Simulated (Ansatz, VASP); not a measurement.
**MoS2 in VASP and in Ansatz**

Contents of INCAR:

```
PREC     = Accurate       # precision mode
ENCUT    = 520            # plane-wave cutoff, eV
EDIFF    = 1E-6           # SCF threshold, eV
ISMEAR   = -1             # smearing method
SIGMA    = 0.05           # smearing width, eV
LREAL    = F              # projectors in reciprocal space
LASPH    = T              # aspherical terms in the spheres
NELM     = 80             # most SCF steps
ALGO     = Normal         # electronic algorithm
ISIF     = 2              # what is computed and relaxed
LWAVE    = F              # write WAVECAR
LCHARG   = F              # write CHGCAR
GGA      = CA             # functional
NBANDS   = 20             # bands
```

File KPOINTS:

```
Automatic mesh
0
Gamma
  10 10 2
```

File POSCAR:

```
MoS2
1.0
    3.1191256785      0.0000000000      0.0000000000
   -1.5595628393      2.7012420752      0.0000000000
    0.0000000000      0.0000000000     16.9807333112
Mo S
1 2
Direct
    0.0000000000      0.0000000000      0.0000000000
    0.3333333333      0.6666666667      0.9105070200
    0.3333333333      0.6666666667      0.0894929800
```

Contents of input.yaml:

```yaml
crystal:
  lattice:
    - [3.1191256785, 0.0, 0.0]
    - [-1.5595628393, 2.7012420752, 0.0]
    - [0.0, 0.0, 16.9807333112]
  atoms:
    - { symbol: Mo, position: [0.0, 0.0, 0.0] }
    - { symbol: S, position: [0.3333333333, 0.6666666667, 0.91050702] }
    - { symbol: S, position: [0.3333333333, 0.6666666667, 0.08949298] }
kpoints:
  mp_grid: { grid: [10, 10, 2] }
scf:
  occupations: { method: fermi_dirac, width: 0.05 }
hamiltonian:
  xc: lda
  pseudopotentials: { kind: all_electron, lapw: { basis_error: 0.002 } }
output:
  forces: true
  stress: true
  eigenvalues: true
```

Change from the starting cell: volume scaled by 0.94.

Alike in both runs: task single point; functional LDA; k mesh 10 × 10 × 2; occupations fermi-dirac, width 0.05 eV; no spin polarisation.

|  | VASP | Ansatz |
| --- | --- | --- |
| version | VASP 6.6.1 | Ansatz 0.2.0 |
| potentials or method | VASP PAW LDA potentials, release 64 (Mo_sv, S), cutoff 520 eV | all-electron LAPW, scalar-relativistic |

|  | VASP | Ansatz | Ansatz less VASP |
| --- | --- | --- | --- |
| gap on the k mesh at the Fermi level (eV) | 1.91 | 1.90 | -0.010 |
| least direct gap on the mesh (eV) | 2.10 | 2.10 | -0.006 |
| rms of the force components (eV/Å) | 0.336 | 0.332 | -0.0041 |

LDA's correlation is that of Perdew and Zunger in VASP and of Perdew and Wang (1992) in Ansatz. Atom by atom the forces differ by 0.004 eV/Å (rms over components). Ansatz ran all-electron here, and VASP with PAW potentials.
